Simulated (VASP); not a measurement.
Here is a VASP 6.6.1 calculation.

File INCAR:

```
SYSTEM = BAs
  ALGO = Normal
  EDIFF = 1E-8
  ENCUT = 520
  GGA = PE
  ISIF = 2
  ISMEAR = -1
  LASPH = .True.
  LCHARG = .False.
  LEFG = .True.
  LREAL = .False.
  LWAVE = .False.
  NBANDS = 11
  NELM = 100
  PREC = Accurate
  SIGMA = 0.05
```

KPOINTS

```
k-points
0
Gamma
  13 13 13
  0 0 0
```

Contents of POSCAR:

```
BAs
1.0
    0.0000000000      2.4199312360      2.4199312360
    2.4199312360      0.0000000000      2.4199312360
    2.4199312360      2.4199312360      0.0000000000
B As
1 1
Direct
    0.0000000000      0.0000000000      0.0000000000
    0.7500000000      0.7500000000      0.7500000000
```

Potentials or basis: VASP PAW PBE potentials, release 64 (B, As).

The run is started by

```bash
$ cat potpaw_PBE.64/B/POTCAR potpaw_PBE.64/As/POTCAR > POTCAR
$ mpirun -np 1 vasp_std > vasp.out
```

(1) What does it give for the band gap on the k mesh?

(2) What does it give for the pressure?

## Answers

(1) 1.22 eV, indirect (least direct gap 3.23 eV).

(2) -1.9 GPa.

Caveat: without QUAD_EFG the Cq values of the log hold for a quadrupole moment of 1 mb, not for the nuclei.
